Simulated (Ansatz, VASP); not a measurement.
## CsH in VASP and in Ansatz

POSCAR

```
CsH
1.0
    0.0000000000      3.1880000000      3.1880000000
    3.1880000000      0.0000000000      3.1880000000
    3.1880000000      3.1880000000      0.0000000000
Cs H
1 1
Direct
    0.0039209536      0.0039209536     -0.0039209536
    0.5000000000      0.5000000000      0.5000000000
```

INCAR.step1

```
PREC = Accurate
ENCUT = 520
ISMEAR = 0
SIGMA = 0.05
LREAL = F
LASPH = T
NELM = 100
NBANDS = 12
GGA = PE
ALGO = Normal
EDIFF = 1E-4
LWAVE = T
LCHARG = F
```

INCAR.step2

```
PREC = Accurate
ENCUT = 520
EDIFF = 1E-7
ISMEAR = 0
SIGMA = 0.05
LREAL = F
LASPH = T
NELM = 100
ALGO = Normal
ISIF = 2
LWAVE = F
LCHARG = F
METAGGA = R2SCAN
LMIXTAU = T
NBANDS = 12
ISTART = 1
```

KPOINTS

```
regular mesh
0
Gamma
  6 6 6
```

Input for Ansatz:

```yaml
crystal:
  lattice:
    - [0.0, 3.188, 3.188]
    - [3.188, 0.0, 3.188]
    - [3.188, 3.188, 0.0]
  atoms:
    - { symbol: Cs, position: [0.0039209536, 0.0039209536, -0.0039209536] }
    - { symbol: H, position: [0.5, 0.5, 0.5] }
basis:
  ecutwfc: 500
kpoints:
  mp_grid: { grid: [6, 6, 6] }
hamiltonian:
  xc: r2scan
scf:
  occupations: { method: gaussian, width: 0.05 }
output:
  forces: true
  stress: true
  eigenvalues: true
```

Change from the starting cell: all Cs atoms moved +0.025 Å, as atom 1 along Cartesian [0 0 1].

Alike in both runs: task single point; functional r2SCAN; k mesh 6 × 6 × 6; occupations gaussian, width 0.05 eV; no spin polarisation.

|  | VASP | Ansatz |
| --- | --- | --- |
| version | VASP 6.6.1 | Ansatz 0.2.0 |
| potentials or method | VASP PAW PBE potentials, release 64 (Cs_sv, H), cutoff 520 eV | scalar-relativistic, plane waves, PAW |
| valence electrons in the cell | 10 | 10 |

Ansatz gave:

```
gap on the k mesh at the Fermi level (eV) : 2.68
least direct gap on the mesh (eV)         : 2.68
pressure (GPa)                            : 0.0
rms of the force components (eV/Å)        : 0.009
```

Task: What did VASP give for the same quantities?

Result: gap on the k mesh at the Fermi level (eV): 2.66; least direct gap on the mesh (eV): 2.66; pressure (GPa): 0.0; rms of the force components (eV/Å): 0.009.

VASP's potentials were made for PBE, not for r2SCAN. Atom by atom the forces differ by 0.000 eV/Å (rms over components).

Spin-orbit coupling is off throughout.
